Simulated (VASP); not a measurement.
# TiO2 (P4_2/mnm) in VASP: notebook, part 3 of 3

VASP 6.6.1. Earlier steps stand in the parts before.

## (5) Electric field gradients, LDA (10.30 Å³/atom)

This run uses another cell than the first one, of 10.30 Å³/atom.

Contents of INCAR:

```
  PREC = Accurate
  ENCUT = 520
  EDIFF = 1E-8
  ISMEAR = -1
  SIGMA = 0.05
  LREAL = False
  LASPH = True
  NELM = 80
  ALGO = Normal
  ISIF = 2
  LWAVE = False
  LCHARG = False
  GGA = CA
  LEFG = True
  NBANDS = 33
```

Contents of KPOINTS:

```
regular mesh
0
Gamma
  7 7 10
```

Contents of POSCAR:

```
TiO2
1.0
    4.5786353367      0.0000000000      0.0000000000
    0.0000000000      4.5786353367      0.0000000000
    0.0000000000      0.0000000000      2.9491036050
Ti O
2 4
Direct
    0.0000000000      0.0000000000      0.0000000000
    0.5000000000      0.5000000000      0.5000000000
    0.3060000000      0.3060000000      0.0000000000
    0.1940000000      0.8060000000      0.5000000000
    0.6940000000      0.6940000000      0.0000000000
    0.8060000000      0.1940000000      0.5000000000
```

Potentials or basis: VASP PAW LDA potentials, release 64 (Ti_sv, O).

The run is started by

```sh
cat potpaw_LDA.64/Ti_sv/POTCAR potpaw_LDA.64/O/POTCAR > POTCAR
mpirun -np 1 vasp_std > vasp.out
```

OUTCAR:

```text
PREC = Accurate
   ENCUT = 520
   EDIFF = 1E-8
   ISMEAR = -1
   LREAL = False
   LASPH = True
   NELM = 80
   ISIF = 2
   GGA = CA

 ion  position               nearest neighbor table
   1  0.000  0.000  0.000-   4 1.94   6 1.94   4 1.94   6 1.94   5 1.98   3 1.98
   2  0.500  0.500  0.500-   3 1.94   5 1.94   3 1.94   5 1.94   4 1.98   6 1.98
   3  0.306  0.306  0.000-   2 1.94   2 1.94   1 1.98
   4  0.194  0.806  0.500-   1 1.94   1 1.94   2 1.98
   5  0.694  0.694  0.000-   2 1.94   2 1.94   1 1.98
   6  0.806  0.194  0.500-   1 1.94   1 1.94   2 1.98

  LATTYP: Found a simple tetragonal cell.
 ALAT       =     4.5786353367
 C/A-ratio  =     0.6441010013

  Lattice vectors:

 A1 = (   4.5786353367,   0.0000000000,   0.0000000000)
 A2 = (   0.0000000000,   4.5786353367,   0.0000000000)
 A3 = (   0.0000000000,   0.0000000000,   2.9491036050)

Analysis of symmetry for initial positions (statically):
=====================================================================
 Subroutine PRICEL returns:
 Original cell was already a primitive cell.

 Routine SETGRP: Setting up the symmetry group for a
 simple tetragonal supercell.

 Subroutine GETGRP returns: Found 16 space group operations
 (whereof  8 operations were pure point group operations)
 out of a pool of 16 trial point group operations.

The static configuration has the point symmetry D_2h.
 The point group associated with its full space group is D_4h.

Analysis of symmetry for dynamics (positions and initial velocities):
=====================================================================
 Subroutine PRICEL returns:
 Original cell was already a primitive cell.

 Routine SETGRP: Setting up the symmetry group for a
 simple tetragonal supercell.

 Subroutine GETGRP returns: Found 16 space group operations
 (whereof  8 operations were pure point group operations)
 out of a pool of 16 trial point group operations.

The dynamic configuration has the point symmetry D_2h.
 The point group associated with its full space group is D_4h.

 Subroutine INISYM returns: Found 16 space group operations
 (whereof  8 operations are pure point group operations),
 and found     1 'primitive' translations

----------------------------------------------------------------------------------------

                                     Primitive cell

  volume of cell :      61.8247

  direct lattice vectors                    reciprocal lattice vectors
     4.578635337  0.000000000  0.000000000     0.218405688  0.000000000  0.000000000
     0.000000000  4.578635337  0.000000000     0.000000000  0.218405688  0.000000000
     0.000000000  0.000000000  2.949103605     0.000000000  0.000000000  0.339086086

  length of vectors
     4.578635337  4.578635337  2.949103605     0.218405688  0.218405688  0.339086086

  position of ions in fractional coordinates (direct lattice)
     0.000000000  0.000000000  0.000000000
     0.500000000  0.500000000  0.500000000
     0.306000000  0.306000000  0.000000000
     0.194000000  0.806000000  0.500000000
[... 106 lines left out ...]
  Thomas-Fermi vector in A             =   2.615599
   LORBIT       =      0    0 simple, 1 ext, 2 COOP (PROOUT), +10 PAW based schemes
   GGA     = CA    functional components
   LHFCALC =     F    Hartree Fock is set to
   AEXX    =    0.0000 exact exchange contribution
   IVDW    =     0    specifies the selected vdW correction
   LEPSILON=     F    determine dielectric tensor
   LRPA    =     F    only Hartree local field effects (RPA)
 non-spin polarized calculation
  energy-cutoff  :      520.00
  volume of cell :       61.82
 maximum number of plane-waves:      1685
 NGX is ok and might be reduce to    36
   NGX = 17   NGY = 17   NGZ = 11

 number of electron      48.0000018 magnetization

 Free energy of the ion-electron system (eV)
  ---------------------------------------------------
  ext. energy  EPLUGINS =         0.00000000
  ---------------------------------------------------
  free energy    TOTEN  =       -58.75807174 eV

  energy without entropy =      -58.75807173  energy(sigma->0) =      -58.75807173

 E-fermi :   5.5303     XC(G=0): -12.0410

 val. band max:        4.6341746511   @ k =   0.0000   0.0000   0.0000
 cond. band min:       6.4813390523   @ k =   0.0000   0.0000   0.0000
 fundamental gap:      1.8471644012
 Fermi energy:         5.5303386703

 k-point     1 :       0.0000    0.0000    0.0000
  band No.  band energies     occupation
      1     -51.4861      2.00000
      2     -51.4666      2.00000
      3     -28.2074      2.00000
      4     -28.2074      2.00000
      5     -28.0271      2.00000
      6     -28.0271      2.00000
[... 853 lines left out ...]
     32      10.1601      0.00000
     33      11.0642      0.00000

 [... further k-points ...]

------------------------ aborting loop because EDIFF is reached ----------------------------------------

  FORCE on cell =-STRESS in cart. coord.  units (eV):
  Direction    XX          YY          ZZ          XY          YZ          ZX
  --------------------------------------------------------------------------------------
  -------------------------------------------------------------------------------------
  Total       -1.4087892     -1.4087892     -2.2192038     -0.0000000      0.0000000      0.0000000
  in kB      -36.5085380    -36.5085380    -57.5102990     -0.0000000      0.0000000      0.0000000
  external PRESSURE =     -43.5091250 kB  Pullay stress =       0.0000000 kB

 VOLUME and BASIS-vectors are now :
 -----------------------------------------------------------------------------
  energy-cutoff  :      520.00
  volume of cell :       61.82
      direct lattice vectors                 reciprocal lattice vectors
     4.578635337  0.000000000  0.000000000     0.218405688  0.000000000  0.000000000
     0.000000000  4.578635337  0.000000000     0.000000000  0.218405688  0.000000000
     0.000000000  0.000000000  2.949103605     0.000000000  0.000000000  0.339086086

 POSITION                                       TOTAL-FORCE (eV/Angst)
 -----------------------------------------------------------------------------------
      0.00000      0.00000      0.00000         0.000000      0.000000      0.000000
      2.28932      2.28932      1.47455         0.000000      0.000000      0.000000
      1.40106      1.40106      0.00000        -0.133064     -0.133064     -0.000000
      0.88826      3.69038      1.47455         0.133064     -0.133064     -0.000000
      3.17757      3.17757      0.00000         0.133064      0.133064      0.000000
      3.69038      0.88826      1.47455        -0.133064      0.133064      0.000000
 -----------------------------------------------------------------------------------
    total drift:                               -0.000000      0.000000      0.000000

  FREE ENERGIE OF THE ION-ELECTRON SYSTEM (eV)
  ---------------------------------------------------
  free  energy   TOTEN  =       -58.7580717351 eV

  energy  without entropy=      -58.7580717346  energy(sigma->0) =      -58.75807173

 Electric field gradients (V/A^2)
---------------------------------------------------------------------
 ion       V_xx      V_yy      V_zz      V_xy      V_xz      V_yz
---------------------------------------------------------------------
   1      12.878    12.878   -25.756     7.617    -0.000    -0.000
   2      12.878    12.878   -25.756    -7.617     0.000     0.000
   3       1.599     1.599    -3.197    17.474     0.000     0.000
   4       1.599     1.599    -3.197   -17.474    -0.000     0.000
   5       1.599     1.599    -3.197    17.474    -0.000     0.000
   6       1.599     1.599    -3.197   -17.474     0.000     0.000
---------------------------------------------------------------------

 Electric field gradients after diagonalization (V/A^2)
 (convention: |V_zz| > |V_xx| > |V_yy|)
----------------------------------------------------------------------
 ion       V_xx      V_yy      V_zz     asymmetry (V_yy - V_xx)/ V_zz
----------------------------------------------------------------------
   1      20.495     5.261   -25.756       0.591
   2      20.495     5.261   -25.756       0.591
   3     -15.876    -3.197    19.073       0.665
   4     -15.876    -3.197    19.073       0.665
   5     -15.876    -3.197    19.073       0.665
   6     -15.876    -3.197    19.073       0.665
----------------------------------------------------------------------

           NMR quadrupolar parameters

 Cq : quadrupolar parameter    Cq=e*Q*V_zz/h
 eta: asymmetry parameters     (V_yy - V_xx)/ V_zz
 Q  : nuclear electric quadrupole moment in mb (millibarn)
----------------------------------------------------------------------
 ion       Cq(MHz)       eta       Q (mb)
----------------------------------------------------------------------
   1      -0.062       0.591       1.000
   2      -0.062       0.591       1.000
   3       0.046       0.665       1.000
   4       0.046       0.665       1.000
   5       0.046       0.665       1.000
   6       0.046       0.665       1.000
----------------------------------------------------------------------
```

OSZICAR:

```text
N       E                     dE             d eps       ncg     rms          rms(c)
DAV:   1     0.634247117801E+03    0.63425E+03   -0.24130E+04  3968   0.170E+03
DAV:   2     0.158532384835E+02   -0.61839E+03   -0.57304E+03  4343   0.508E+02
DAV:   3    -0.711660494995E+02   -0.87019E+02   -0.85358E+02  5432   0.184E+02
[... 11 lines left out ...]
DAV:  15    -0.587580713756E+02    0.20111E-04   -0.87619E-05  6058   0.764E-02    0.384E-03
DAV:  16    -0.587580719348E+02   -0.55914E-06   -0.66546E-06  4475   0.191E-02    0.408E-03
DAV:  17    -0.587580717547E+02    0.18012E-06   -0.59650E-07  5409   0.955E-03    0.134E-03
DAV:  18    -0.587580717370E+02    0.17661E-07   -0.16686E-07  4793   0.256E-03    0.443E-04
DAV:  19    -0.587580717351E+02    0.18481E-08   -0.70391E-09  2605   0.850E-04
   1 F= -.58758072E+02 E0= -.58758072E+02  d E =-.570209E-09
```

stdout:

```text
POSCAR found type information on POSCAR TiO
 POSCAR found :  2 types and       6 ions
 scaLAPACK will be used
 LDA part: xc-table for (Slater(with rela. corr.)+CA(PZ))
 , standard interpolation
 POSCAR, INCAR and KPOINTS ok, starting setup
 FFT: planning ... GRIDC
 FFT: planning ... GRID_SOFT
 FFT: planning ... GRID
 WAVECAR not read
 entering main loop
ion   1

ion   2

ion   3

ion   4

ion   5

ion   6
```

Wall time 3.8 min (1 thread of Intel Xeon 8259CL, shared host); peak memory 0.22 GiB.

Results:

| Quantity | Value |
| --- | --- |
| Free energy | -58.7581 eV |
| Pressure | -4.4 GPa |
| Largest force | 0.188 eV/Å |
| Band gap on the k mesh | 1.85 eV |
| Largest electric field gradient by atom | Ti -25.8; O +19.1 V/Å² |

Forces on the atoms (eV/Å):
```
Ti   0.000  0.000  0.000
Ti   0.000  0.000  0.000
O   -0.133 -0.133  0.000
O    0.133 -0.133  0.000
O    0.133  0.133  0.000
O   -0.133  0.133  0.000
```

Electric field gradients, principal values (V/Å²):
```
atom   least   middle  greatest (by size)
1 Ti   5.261   20.495             -25.756
2 Ti   5.261   20.495             -25.756
 3 O  -3.197  -15.876              19.073
 4 O  -3.197  -15.876              19.073
 5 O  -3.197  -15.876              19.073
 6 O  -3.197  -15.876              19.073
```

Caveat: the cell stands under tension; without QUAD_EFG the Cq values of the log hold for a quadrupole moment of 1 mb, not for the nuclei; an odd mesh through Γ misses points on the zone boundary, where band edges can lie.

## (6) Electric field gradients, LDA (10.62 Å³/atom)

This run uses another cell than the first one, of 10.62 Å³/atom.

Contents of INCAR:

```
PREC = Accurate
ENCUT = 520
EDIFF = 1E-8
ISMEAR = -1
SIGMA = 0.05
LREAL = F
LASPH = T
NELM = 60
ALGO = Normal
ISIF = 2
LWAVE = F
LCHARG = F
GGA = CA
LEFG = T
NBANDS = 33
```

KPOINTS is that of step 5.

Changes to POSCAR since step 5:

```diff
@@ -2,5 +2,5 @@
 1.0
-    4.5786353367      0.0000000000      0.0000000000
-    0.0000000000      4.5786353367      0.0000000000
-    0.0000000000      0.0000000000      2.9491036050
+    4.6244247277      0.0000000000      0.0000000000
+    0.0000000000      4.6244247277      0.0000000000
+    0.0000000000      0.0000000000      2.9785965976
 Ti O
```

Potentials or basis: VASP PAW LDA potentials, release 64 (Ti_sv, O).

The run is started by

```sh
cat potpaw_LDA.64/Ti_sv/POTCAR potpaw_LDA.64/O/POTCAR > POTCAR
mpirun -np 1 vasp_std > vasp.out
```

OUTCAR:

```text
PREC = Accurate
   ENCUT = 520
   EDIFF = 1E-8
   ISMEAR = -1
   LREAL = F
   LASPH = T
   NELM = 60
   ISIF = 2
   GGA = CA

 ion  position               nearest neighbor table
   1  0.000  0.000  0.000-   4 1.96   6 1.96   4 1.96   6 1.96   5 2.00   3 2.00
   2  0.500  0.500  0.500-   3 1.96   5 1.96   3 1.96   5 1.96   4 2.00   6 2.00
   3  0.306  0.306  0.000-   2 1.96   2 1.96   1 2.00
   4  0.194  0.806  0.500-   1 1.96   1 1.96   2 2.00
   5  0.694  0.694  0.000-   2 1.96   2 1.96   1 2.00
   6  0.806  0.194  0.500-   1 1.96   1 1.96   2 2.00

  LATTYP: Found a simple tetragonal cell.
 ALAT       =     4.6244247277
 C/A-ratio  =     0.6441010013

  Lattice vectors:

 A1 = (   4.6244247277,   0.0000000000,   0.0000000000)
 A2 = (   0.0000000000,   4.6244247277,   0.0000000000)
 A3 = (   0.0000000000,   0.0000000000,   2.9785965976)

Analysis of symmetry for initial positions (statically):
=====================================================================
 Subroutine PRICEL returns:
 Original cell was already a primitive cell.
[... 1080 lines left out ...]
 -----------------------------------------------------------------------------------
    total drift:                               -0.000000      0.000000      0.000000

  FREE ENERGIE OF THE ION-ELECTRON SYSTEM (eV)
  ---------------------------------------------------
  free  energy   TOTEN  =       -58.6693788058 eV

  energy  without entropy=      -58.6693788046  energy(sigma->0) =      -58.66937881

 Electric field gradients (V/A^2)
---------------------------------------------------------------------
 ion       V_xx      V_yy      V_zz      V_xy      V_xz      V_yz
---------------------------------------------------------------------
   1      12.301    12.301   -24.603     7.141     0.000     0.000
   2      12.301    12.301   -24.603    -7.141     0.000    -0.000
   3       1.345     1.345    -2.689    19.108     0.000     0.000
   4       1.345     1.345    -2.689   -19.108    -0.000     0.000
   5       1.345     1.345    -2.689    19.108    -0.000     0.000
   6       1.345     1.345    -2.689   -19.108     0.000     0.000
---------------------------------------------------------------------

 Electric field gradients after diagonalization (V/A^2)
 (convention: |V_zz| > |V_xx| > |V_yy|)
----------------------------------------------------------------------
 ion       V_xx      V_yy      V_zz     asymmetry (V_yy - V_xx)/ V_zz
----------------------------------------------------------------------
   1      19.442     5.160   -24.603       0.581
   2      19.442     5.160   -24.603       0.581
   3     -17.763    -2.689    20.452       0.737
   4     -17.763    -2.689    20.452       0.737
   5     -17.763    -2.689    20.452       0.737
   6     -17.763    -2.689    20.452       0.737
----------------------------------------------------------------------

           NMR quadrupolar parameters

 Cq : quadrupolar parameter    Cq=e*Q*V_zz/h
 eta: asymmetry parameters     (V_yy - V_xx)/ V_zz
 Q  : nuclear electric quadrupole moment in mb (millibarn)
----------------------------------------------------------------------
 ion       Cq(MHz)       eta       Q (mb)
----------------------------------------------------------------------
   1      -0.059       0.581       1.000
   2      -0.059       0.581       1.000
   3       0.049       0.737       1.000
   4       0.049       0.737       1.000
   5       0.049       0.737       1.000
   6       0.049       0.737       1.000
----------------------------------------------------------------------
```

OSZICAR:

```text
N       E                     dE             d eps       ncg     rms          rms(c)
DAV:   1     0.635050817211E+03    0.63505E+03   -0.24109E+04  3969   0.170E+03
DAV:   2     0.170463645417E+02   -0.61800E+03   -0.57326E+03  4342   0.506E+02
DAV:   3    -0.712288584889E+02   -0.88275E+02   -0.86452E+02  5388   0.184E+02
[... 11 lines left out ...]
DAV:  15    -0.586693787670E+02    0.43177E-04   -0.11879E-04  5954   0.919E-02    0.628E-03
DAV:  16    -0.586693794746E+02   -0.70760E-06   -0.10255E-05  4620   0.213E-02    0.761E-03
DAV:  17    -0.586693788605E+02    0.61406E-06   -0.21734E-06  5664   0.172E-02    0.211E-03
DAV:  18    -0.586693788109E+02    0.49656E-07   -0.41197E-07  5211   0.460E-03    0.863E-04
DAV:  19    -0.586693788058E+02    0.50477E-08   -0.30630E-08  3827   0.193E-03
   1 F= -.58669379E+02 E0= -.58669379E+02  d E =-.117061E-08
```

Run time: 3.9 min. Hardware: 1 thread of Intel Xeon 8259CL, shared host; peak memory 0.22 GiB.

Results:

```
Free energy                             : -58.6694 eV
Pressure                                : -11.1 GPa
Largest force                           : 0.026 eV/Å
Band gap on the k mesh                  : 1.78 eV
Largest electric field gradient by atom : Ti -24.6; O +20.5 V/Å²
```

Forces on the atoms (eV/Å):
```
Ti   0.000  0.000  0.000
Ti   0.000  0.000  0.000
O   -0.019 -0.019  0.000
O    0.019 -0.019  0.000
O    0.019  0.019  0.000
O   -0.019  0.019  0.000
```

Electric field gradients, principal values (V/Å²):
| atom | least | middle | greatest (by size) |
| --- | --- | --- | --- |
| 1 Ti | 5.160 | 19.442 | -24.603 |
| 2 Ti | 5.160 | 19.442 | -24.603 |
| 3 O | -2.689 | -17.763 | 20.452 |
| 4 O | -2.689 | -17.763 | 20.452 |
| 5 O | -2.689 | -17.763 | 20.452 |
| 6 O | -2.689 | -17.763 | 20.452 |

Caveat: the cell stands under tension; without QUAD_EFG the Cq values of the log hold for a quadrupole moment of 1 mb, not for the nuclei; an odd mesh through Γ misses points on the zone boundary, where band edges can lie.

## (7) Overview

```tsv
cell	gap on the mesh (eV)	pressure (GPa)	largest force (eV/Å)
a = 4.500, b = 4.500, c = 2.899 Å, 6 atoms	1.97	9.7	0.50
a = 4.563, b = 4.563, c = 2.939 Å, 6 atoms	1.87	-1.8	0.25
a = 4.579, b = 4.579, c = 2.949 Å, 6 atoms	1.85	-4.4	0.19
a = 4.624, b = 4.624, c = 2.979 Å, 6 atoms	1.78	-11.1	0.03
```

Alike in all rows: task electric field gradients; level LDA; potentials or basis VASP PAW LDA potentials, release 64 (Ti_sv, O); no spin polarisation; k mesh 7 × 7 × 10; cutoff (eV) 520; smearing fermi-dirac 0.05 eV.

Caveats: an odd mesh through Γ misses points on the zone boundary, where band edges can lie; the cell stands under tension (at least some runs); the cell stands under pressure (at least some runs).

Absolute energies hang on the potentials; compare differences alone.
